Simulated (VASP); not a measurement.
# Tl in VASP: settings compared, part 2 of 2

VASP 6.6.1. The steps go on from the part before.

**4. Single point, PBEsol**

This run uses another cell than the first one.

Input file INCAR:

```
SYSTEM = Tl
  ALGO = Normal
  DIPOL = 0.5 0.5 0.500
  EDIFF = 1E-6
  ENCUT = 520
  GGA = PS
  IDIPOL = 3
  ISIF = 2
  ISMEAR = 1
  LASPH = .TRUE.
  LCHARG = .FALSE.
  LDIPOL = .TRUE.
  LREAL = .FALSE.
  LWAVE = .FALSE.
  NBANDS = 48
  NELM = 100
  PREC = Accurate
  SIGMA = 0.1
```

Input file KPOINTS:

```
k-points
0
G
  11 11 1
  0 0 0
```

Input file POSCAR:

```
Tl
1.0
    3.4617901980      0.0000000000      0.0000000000
    1.7308950990      2.9979982540      0.0000000000
    0.0000000000      0.0000000000     29.7797228180
Tl
6
Direct
    0.6666666667      0.6666666667      0.2686391693
    0.0000000000      0.0000000000      0.3611835016
    0.6666666667      0.6666666667      0.4537278339
    0.0000000000      0.0000000000      0.5462721661
    0.6666666667      0.6666666667      0.6388164984
    0.0000000000      0.0000000000      0.7313608307
```

Potentials or basis: VASP PAW PBE potentials, release 64 (Tl_d).

The run is started by

```console
> cat potpaw_PBE.64/Tl_d/POTCAR > POTCAR
> mpirun -np 1 vasp_std > vasp.out
```

OUTCAR:

```text
SYSTEM = Tl
   EDIFF = 1E-6
   ENCUT = 520
   GGA = PS
   ISIF = 2
   ISMEAR = 1
   LASPH = .TRUE.
   LREAL = .FALSE.
   NELM = 100
   PREC = Accurate

 ion  position               nearest neighbor table
   1  0.667  0.667  0.269-   2 3.40   2 3.40   2 3.40
   2  0.000  0.000  0.361-   3 3.40   1 3.40   3 3.40   1 3.40   3 3.40   1 3.40
   3  0.667  0.667  0.454-   4 3.40   4 3.40   4 3.40   2 3.40   2 3.40   2 3.40
   4  0.000  0.000  0.546-   3 3.40   3 3.40   3 3.40   5 3.40   5 3.40   5 3.40
   5  0.667  0.667  0.639-   4 3.40   6 3.40   4 3.40   6 3.40   4 3.40   6 3.40
   6  0.000  0.000  0.731-   5 3.40   5 3.40   5 3.40

  LATTYP: Found a hexagonal cell.
 ALAT       =     3.4617901980
 C/A-ratio  =     8.6024054362

  Lattice vectors:

 A1 = (  -1.7308950990,  -2.9979982540,   0.0000000000)
 A2 = (   3.4617901980,   0.0000000000,   0.0000000000)
 A3 = (   0.0000000000,   0.0000000000,  29.7797228180)

Analysis of symmetry for initial positions (statically):
=====================================================================
 Subroutine PRICEL returns:
 Original cell was already a primitive cell.

 Routine SETGRP: Setting up the symmetry group for a
 hexagonal supercell.

 Subroutine GETGRP returns: Found 12 space group operations
 (whereof  6 operations were pure point group operations)
 out of a pool of 24 trial point group operations.

The static configuration has the point symmetry C_3v.
 The point group associated with its full space group is D_3d.

Analysis of symmetry for dynamics (positions and initial velocities):
=====================================================================
 Subroutine PRICEL returns:
 Original cell was already a primitive cell.

 Routine SETGRP: Setting up the symmetry group for a
 hexagonal supercell.

 Subroutine GETGRP returns: Found 12 space group operations
 (whereof  6 operations were pure point group operations)
[... 130 lines left out ...]
   IVDW    =     0    specifies the selected vdW correction
   LEPSILON=     F    determine dielectric tensor
   LRPA    =     F    only Hartree local field effects (RPA)
 non-spin polarized calculation
 Methfessel and Paxton  Order N= 1 SIGMA  =   0.10
  energy-cutoff  :      520.00
  volume of cell :      309.07
 maximum number of plane-waves:      8387
 NGX is ok and might be reduce to    28
   NGX = 13   NGY = 13   NGZ =111

 dipolmoment           0.000000      0.000000     -0.000000 electrons x Angstroem

 number of electron      78.0000002 magnetization

 dipolmoment           0.000000      0.000000      0.000001 electrons x Angstroem

 Free energy of the ion-electron system (eV)
  ---------------------------------------------------
  ext. energy  EPLUGINS =         0.00000000
  ---------------------------------------------------
  free energy    TOTEN  =       -15.31036965 eV

  energy without entropy =      -15.31107624  energy(sigma->0) =      -15.31060518

 E-fermi :   1.9068     XC(G=0):  -6.2390

 val. band max:        1.8491484256   @ k =  -0.4545   0.1818   0.0000
 cond. band min:       1.9264385681   @ k =  -0.4545   0.2727   0.0000
 fundamental gap:      0.0772901425
 Fermi energy:         1.9067878518

 k-point     1 :       0.0000    0.0000    0.0000
  band No.  band energies     occupation
      1      -9.7957      2.00000
      2      -9.7835      2.00000
      3      -9.7167      2.00000
      4      -9.6561      2.00000
      5      -9.5972      2.00000
      6      -9.5913      2.00000
[... 805 lines left out ...]
     47       4.0323      0.00000
     48       4.7891      0.00000

------------------------ aborting loop because EDIFF is reached ----------------------------------------

 vacuum level on the upper side and lower side of the slab       (xc-potential included)        -0.129        -0.129

  FORCE on cell =-STRESS in cart. coord.  units (eV):
  Direction    XX          YY          ZZ          XY          YZ          ZX
  --------------------------------------------------------------------------------------
  -------------------------------------------------------------------------------------
  Total       -0.8768921     -0.8768921     -0.9725115     -0.0000000     -0.0000000      0.0000000
  in kB       -4.5457335     -4.5457335     -5.0414164     -0.0000000     -0.0000000      0.0000000
  external PRESSURE =      -4.7109611 kB  Pullay stress =       0.0000000 kB

 VOLUME and BASIS-vectors are now :
 -----------------------------------------------------------------------------
  energy-cutoff  :      520.00
  volume of cell :      309.07
      direct lattice vectors                 reciprocal lattice vectors
     3.461790198  0.000000000  0.000000000     0.288867881 -0.166777949  0.000000000
     1.730895099  2.997998254  0.000000000     0.000000000  0.333555898  0.000000000
     0.000000000  0.000000000 29.779722818     0.000000000  0.000000000  0.033579896

 POSITION                                       TOTAL-FORCE (eV/Angst)
 -----------------------------------------------------------------------------------
      3.46179      1.99867      8.00000        -0.000000      0.000000      0.048410
      0.00000      0.00000     10.75594         0.000000     -0.000000      0.029308
      3.46179      1.99867     13.51189         0.000000     -0.000000     -0.010922
      0.00000      0.00000     16.26783        -0.000000      0.000000      0.010922
      3.46179      1.99867     19.02378        -0.000000      0.000000     -0.029308
      0.00000      0.00000     21.77972         0.000000     -0.000000     -0.048410
 -----------------------------------------------------------------------------------
    total drift:                               -0.000001     -0.000001      0.000152

  FREE ENERGIE OF THE ION-ELECTRON SYSTEM (eV)
  ---------------------------------------------------
  free  energy   TOTEN  =       -15.3103696513 eV

  energy  without entropy=      -15.3110762415  energy(sigma->0) =      -15.31060518

 vacuum level on the upper side and lower side of the slab         5.496         5.496
```

OSZICAR:

```text
N       E                     dE             d eps       ncg     rms          rms(c)
DAV:   1     0.450405666958E+03    0.45041E+03   -0.39308E+04  1624   0.141E+03
DAV:   2     0.152104432513E+00   -0.45025E+03   -0.43887E+03  1672   0.316E+02
DAV:   3    -0.153233286596E+02   -0.15475E+02   -0.15155E+02  1776   0.466E+01
DAV:   4    -0.156540577620E+02   -0.33073E+00   -0.33060E+00  1816   0.608E+00
[... 15 lines left out ...]
DAV:  20    -0.153103548659E+02   -0.48162E-04   -0.38406E-06  1048   0.555E-03    0.883E-04
DAV:  21    -0.153103622201E+02   -0.73543E-05   -0.34474E-07  1040   0.378E-03    0.939E-04
DAV:  22    -0.153103670718E+02   -0.48517E-05   -0.24464E-07   984   0.360E-03    0.301E-04
DAV:  23    -0.153103693286E+02   -0.22567E-05   -0.93604E-08   992   0.113E-03    0.218E-04
DAV:  24    -0.153103696513E+02   -0.32275E-06   -0.89208E-09   960   0.447E-04
   1 F= -.15310370E+02 E0= -.15310605E+02  d E =0.706590E-03
```

stdout:

```text
POSCAR found type information on POSCAR Tl
 POSCAR found :  1 types and       6 ions
 scaLAPACK will be used
 -----------------------------------------------------------------------------
|                                                                             |
|                                                                             |
|     You enforced a specific xc type in the INCAR file but a different       |
|     I HOPE YOU KNOW WHAT YOU ARE DOING!                                     |
|                                                                             |
 -----------------------------------------------------------------------------

 LDA part: xc-table for (Slater+PW92), standard interpolation
 POSCAR, INCAR and KPOINTS ok, starting setup
 FFT: planning ... GRIDC
 FFT: planning ... GRID_SOFT
 FFT: planning ... GRID
 WAVECAR not read
 entering main loop
```

Run time: 3.3 min. Hardware: 1 thread of Intel Xeon 6975P-C (Granite Rapids), shared host; peak memory 0.49 GiB.

What came out:

```yaml
Free_energy: -15.3104 eV
Largest_force: 0.048 eV/Å
Band_gap_on_the_k_mesh: zero (bands 39 and 40 overlap by 2.78 eV)
```

Forces on the atoms (eV/Å):
```
Tl   0.000  0.000  0.048
Tl   0.000  0.000  0.029
Tl   0.000  0.000 -0.011
Tl   0.000  0.000  0.011
Tl   0.000  0.000 -0.029
Tl   0.000  0.000 -0.048
```

Caveat: the PAW data sets were made with another functional, which shifts forces and pressure a little; spin-orbit coupling is left out, which moves the levels of the heavy elements.

**5. The runs side by side**

```csv
level,potentials or basis,cell,gap on the mesh (eV),largest force (eV/Å)
LDA,"VASP PAW LDA potentials, release 64 (Tl_d)","a = 3.407, b = 3.407, c = 29.573 Å, angles 90.0, 90.0, 60.0°, 6 atoms, atomic positions A",none,0.02
PBEsol,"VASP PAW PBE potentials, release 64 (Tl_d)","a = 3.462, b = 3.462, c = 29.780 Å, angles 90.0, 90.0, 60.0°, 6 atoms, atomic positions B",none,0.01
PBEsol,"VASP PAW PBE potentials, release 64 (Tl_d)","a = 3.462, b = 3.462, c = 29.780 Å, angles 90.0, 90.0, 60.0°, 6 atoms, atomic positions C",none,0.05
```

Alike in all rows: task single point; no spin polarisation; k mesh 11 × 11 × 1; cutoff (eV) 520; smearing methfessel-paxton 0.1 eV.

Caveats: spin-orbit coupling is left out, which moves the levels of the heavy elements; the PAW data sets were made with another functional, which shifts forces and pressure a little (at least some runs).

Absolute energies hang on the potentials; compare differences alone.

The gap in the log of VASP goes by the Fermi energy; the results here count the filled bands.